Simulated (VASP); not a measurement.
# SiC (Cmc2_1) in VASP: a series of runs, part 3 of 3

VASP 6.6.1.

## 5. Single point, PBE (atoms displaced along a vibrational mode)

Input file INCAR:

```
ALGO = Normal
EDIFF = 1E-6
ENCUT = 520
GGA = PE
ISIF = 2
ISMEAR = 0
LASPH = True
LCHARG = True
LELF = True
LREAL = False
LVHAR = True
LWAVE = False
NBANDS = 16
NELM = 80
PREC = Accurate
SIGMA = 0.05
```

Input file KPOINTS:

```
k-points
0
Gamma
  12 12 6
```

Input file POSCAR:

```
SiC
1.0
    3.0759982064      0.0000000000      0.0000000000
   -1.5379991032      2.6638925888      0.0000000000
    0.0000000000      0.0000000000      5.0480000000
Si C
2 2
Direct
    0.3192561892      0.6385123783      0.0000000000
    0.6807438108      0.3614876217      0.5000000000
    0.3461817157      0.6923634315      0.3850000000
    0.6538182843      0.3076365685      0.8850000000
```

Potentials or basis: VASP PAW PBE potentials, release 64 (Si, C).

Command:

```bash
$ cat potpaw_PBE.64/Si/POTCAR potpaw_PBE.64/C/POTCAR > POTCAR
$ mpirun -np 1 vasp_std > vasp.out
```

OUTCAR:

```text
EDIFF = 1E-6
   ENCUT = 520
   GGA = PE
   ISIF = 2
   ISMEAR = 0
   LASPH = True
   LREAL = False
   NELM = 80
   PREC = Accurate

 ion  position               nearest neighbor table
   1  0.319  0.639  0.000-   4 1.87   4 1.87   4 1.87   3 1.95   2 3.05   2 3.05   2 3.05   2 3.05

   2  0.681  0.361  0.500-   3 1.87   3 1.87   3 1.87   4 1.95   1 3.05   1 3.05   1 3.05   1 3.05

   3  0.346  0.692  0.385-   2 1.87   2 1.87   2 1.87   1 1.95
[... 658 lines left out ...]

  FORCE on cell =-STRESS in cart. coord.  units (eV):
  Direction    XX          YY          ZZ          XY          YZ          ZX
  --------------------------------------------------------------------------------------
  -------------------------------------------------------------------------------------
  Total        1.2516051      1.3657589      0.1027859      0.0000000      0.0000000      0.0000000
  in kB       48.4792366     52.9008304      3.9812745      0.0000000      0.0000000      0.0000000
  external PRESSURE =      35.1204471 kB  Pullay stress =       0.0000000 kB

 VOLUME and BASIS-vectors are now :
 -----------------------------------------------------------------------------
  energy-cutoff  :      520.00
  volume of cell :       41.36
      direct lattice vectors                 reciprocal lattice vectors
     3.075998206  0.000000000  0.000000000     0.325097719  0.187695255  0.000000000
    -1.537999103  2.663892589  0.000000000     0.000000000  0.375390511  0.000000000
     0.000000000  0.000000000  5.048000000     0.000000000  0.000000000  0.198098257

 POSITION                                       TOTAL-FORCE (eV/Angst)
 -----------------------------------------------------------------------------------
      0.00000      1.70093      0.00000         0.000000      0.505845      0.762293
      1.53800      0.96296      2.52400         0.000000     -0.505845      0.762293
     -0.00000      1.84438      1.94348         0.000000     -0.212369     -0.762293
      1.53800      0.81951      4.46748         0.000000      0.212369     -0.762293
 -----------------------------------------------------------------------------------
    total drift:                               -0.000000     -0.000000     -0.000074

  FREE ENERGIE OF THE ION-ELECTRON SYSTEM (eV)
  ---------------------------------------------------
  free  energy   TOTEN  =       -30.0144313972 eV

  energy  without entropy=      -30.0144313972  energy(sigma->0) =      -30.01443140
```

Run time: 54 s. Hardware: 1 thread of Intel Xeon Platinum 8259CL at 2.50GHz (Skylake/Cascade Lake), shared host; peak memory 0.22 GiB.

Results:

- Free energy: -30.0144 eV
- Pressure: 3.5 GPa
- Largest force: 0.915 eV/Å
- Band gap on the k mesh: 2.25 eV (least direct gap 4.02 eV)

Forces on the atoms (eV/Å):
```
Si   0.000  0.506  0.762
Si   0.000 -0.506  0.762
C    0.000 -0.212 -0.762
C    0.000  0.212 -0.762
```

Levels at points of the mesh, in eV from the valence-band top:
| k point | band 6 | band 7 | band 8 | band 9 | band 10 | band 11 |
| --- | --- | --- | --- | --- | --- | --- |
| (0.00, 0.00, 0.00) | -0.45 | -0.20 | 0.00 | 4.61 | 5.94 | 6.25 |
| (0.50, 0.00, 0.00) | -3.55 | -3.21 | -1.54 | 2.65 | 3.96 | 6.56 |
| (0.00, 0.50, 0.00) | -3.60 | -3.40 | -1.56 | 2.46 | 4.52 | 6.86 |
| (0.00, 0.00, 0.50) | -1.04 | -0.95 | -0.95 | 5.67 | 5.67 | 7.07 |
| (0.50, 0.00, 0.50) | -2.77 | -2.32 | -2.32 | 3.11 | 3.11 | 4.99 |
| (0.00, 0.50, 0.50) | -2.75 | -2.28 | -2.28 | 3.11 | 3.11 | 4.86 |

Caveat: the cell differs from its parent crystal (atoms displaced along a vibrational mode); the cell stands under pressure.

## 6. Single point, PBE (atoms displaced along a vibrational mode)

Input file INCAR:

```
PREC     = Accurate       # precision mode
ENCUT    = 520            # plane-wave cutoff, eV
EDIFF    = 1E-6           # SCF threshold, eV
ISMEAR   = 0              # smearing method
SIGMA    = 0.05           # smearing width, eV
LREAL    = False          # projectors in reciprocal space
LASPH    = True           # aspherical terms in the spheres
NELM     = 60             # most SCF steps
ALGO     = Normal         # electronic algorithm
ISIF     = 2              # what is computed and relaxed
LWAVE    = False          # write WAVECAR
LCHARG   = False          # write CHGCAR
GGA      = PE             # functional
NBANDS   = 16             # bands
```

Input file KPOINTS:

```
regular mesh
0
Gamma
  12 12 6
```

Input file POSCAR:

```
SiC
1.0
    3.0759982064      0.0000000000      0.0000000000
   -1.5379991032      2.6638925888      0.0000000000
    0.0000000000      0.0000000000      5.0480000000
Si C
2 2
Direct
    0.2770247567      0.5540495134      0.0000000000
    0.7229752433      0.4459504866      0.5000000000
    0.3847268629      0.7694537258      0.3850000000
    0.6152731371      0.2305462742      0.8850000000
```

Potentials or basis: VASP PAW PBE potentials, release 64 (Si, C).

Command:

```bash
$ cat potpaw_PBE.64/Si/POTCAR potpaw_PBE.64/C/POTCAR > POTCAR
$ mpirun -np 1 vasp_std > vasp.out
```

OUTCAR:

```text
PREC = Accurate
   ENCUT = 520
   EDIFF = 1E-6
   ISMEAR = 0
   LREAL = False
   LASPH = True
   NELM = 60
   ISIF = 2
   GGA = PE

 ion  position               nearest neighbor table
   1  0.277  0.554  0.000-   4 1.86   4 1.86   4 1.89   3 2.03   2 2.97   2 2.97   2 2.97   2 2.97

   2  0.723  0.446  0.500-   3 1.86   3 1.86   3 1.89   4 2.03   1 2.97   1 2.97   1 2.97   1 2.97

   3  0.385  0.769  0.385-   2 1.86   2 1.86   2 1.89   1 2.03
   4  0.615  0.231  0.885-   1 1.86   1 1.86   1 1.89   2 2.03
[... 659 lines left out ...]
  Direction    XX          YY          ZZ          XY          YZ          ZX
  --------------------------------------------------------------------------------------
  -------------------------------------------------------------------------------------
  Total        0.9550454      0.2386465      0.3788700      0.0000000      0.0000000      0.0000000
  in kB       36.9923951      9.2436494     14.6750204      0.0000000      0.0000000      0.0000000
  external PRESSURE =      20.3036883 kB  Pullay stress =       0.0000000 kB

 VOLUME and BASIS-vectors are now :
 -----------------------------------------------------------------------------
  energy-cutoff  :      520.00
  volume of cell :       41.36
      direct lattice vectors                 reciprocal lattice vectors
     3.075998206  0.000000000  0.000000000     0.325097719  0.187695255  0.000000000
    -1.537999103  2.663892589  0.000000000     0.000000000  0.375390511  0.000000000
     0.000000000  0.000000000  5.048000000     0.000000000  0.000000000  0.198098257

 POSITION                                       TOTAL-FORCE (eV/Angst)
 -----------------------------------------------------------------------------------
      0.00000      1.47593      0.00000        -0.000000      1.711739      0.824668
      1.53800      1.18796      2.52400         0.000000     -1.711739      0.824668
      0.00000      2.04974      1.94348         0.000000     -1.010599     -0.824668
      1.53800      0.61415      4.46748         0.000000      1.010599     -0.824668
 -----------------------------------------------------------------------------------
    total drift:                               -0.000000     -0.000000     -0.000022

  FREE ENERGIE OF THE ION-ELECTRON SYSTEM (eV)
  ---------------------------------------------------
  free  energy   TOTEN  =       -29.2544650912 eV

  energy  without entropy=      -29.2544650912  energy(sigma->0) =      -29.25446509
```

OSZICAR:

```text
N       E                     dE             d eps       ncg     rms          rms(c)
DAV:   1     0.248901568727E+02    0.24890E+02   -0.71113E+03  5504   0.895E+02
DAV:   2    -0.303604272244E+02   -0.55251E+02   -0.50304E+02  7808   0.157E+02
DAV:   3    -0.328238942467E+02   -0.24635E+01   -0.24525E+01  7144   0.302E+01
DAV:   4    -0.328413225556E+02   -0.17428E-01   -0.17426E-01  6784   0.313E+00
DAV:   5    -0.328414856511E+02   -0.16310E-03   -0.16309E-03  7152   0.286E-01    0.122E+01
DAV:   6    -0.293232463130E+02    0.35182E+01   -0.62565E+00  6896   0.155E+01    0.546E+00
DAV:   7    -0.292744048093E+02    0.48842E-01   -0.96127E-01  7704   0.582E+00    0.244E+00
DAV:   8    -0.292557918128E+02    0.18613E-01   -0.40383E-02  6216   0.132E+00    0.653E-01
DAV:   9    -0.292542257369E+02    0.15661E-02   -0.61764E-03  7448   0.553E-01    0.126E-01
DAV:  10    -0.292544460619E+02   -0.22033E-03   -0.93447E-04  6736   0.181E-01    0.566E-02
DAV:  11    -0.292544650286E+02   -0.18967E-04   -0.71033E-05  6624   0.610E-02    0.164E-02
DAV:  12    -0.292544650912E+02   -0.62546E-07   -0.59907E-06  6976   0.170E-02
   1 F= -.29254465E+02 E0= -.29254465E+02  d E =-.129384E-10
```

Wall time 52 s (1 thread of Intel Xeon Platinum 8259CL at 2.50GHz (Skylake/Cascade Lake), shared host); peak memory 0.22 GiB.

Results:

- Free energy: -29.2545 eV
- Pressure: 2.0 GPa
- Largest force: 1.900 eV/Å
- Band gap on the k mesh: 1.36 eV (least direct gap 3.64 eV)

Forces on the atoms (eV/Å):
```
Si   0.000  1.712  0.825
Si   0.000 -1.712  0.825
C    0.000 -1.011 -0.825
C    0.000  1.011 -0.825
```

Caveat: the cell differs from its parent crystal (atoms displaced along a vibrational mode); forces of over 1 eV/Å act on the atoms, so gaps and moduli don't describe the material at rest. A k mesh can miss the band edges.

## 7. Overview

| cell | gap on the mesh (eV) | pressure (GPa) | largest force (eV/Å) |
| --- | --- | --- | --- |
| as given, atomic positions A | 1.19 | 2.4 | 2.24 |
| as given, atomic positions B | 1.76 | 2.6 | 1.59 |
| as given, atomic positions C | 2.03 | 3.2 | 1.34 |
| as given, atomic positions D | 2.25 | 3.5 | 0.91 |
| as given, atomic positions E | 1.36 | 2.0 | 1.90 |

Alike in all rows: task single point; level PBE; potentials or basis VASP PAW PBE potentials, release 64 (Si, C); no spin polarisation; k mesh 12 × 12 × 6; cutoff (eV) 520; smearing gaussian 0.05 eV.

Caveats: forces of over 1 eV/Å act on the atoms, so gaps and moduli don't describe the material at rest (at least some runs); the cell stands under pressure (at least some runs).

Total energies depend on the potentials used, so only differences within one code and one set of settings carry meaning.
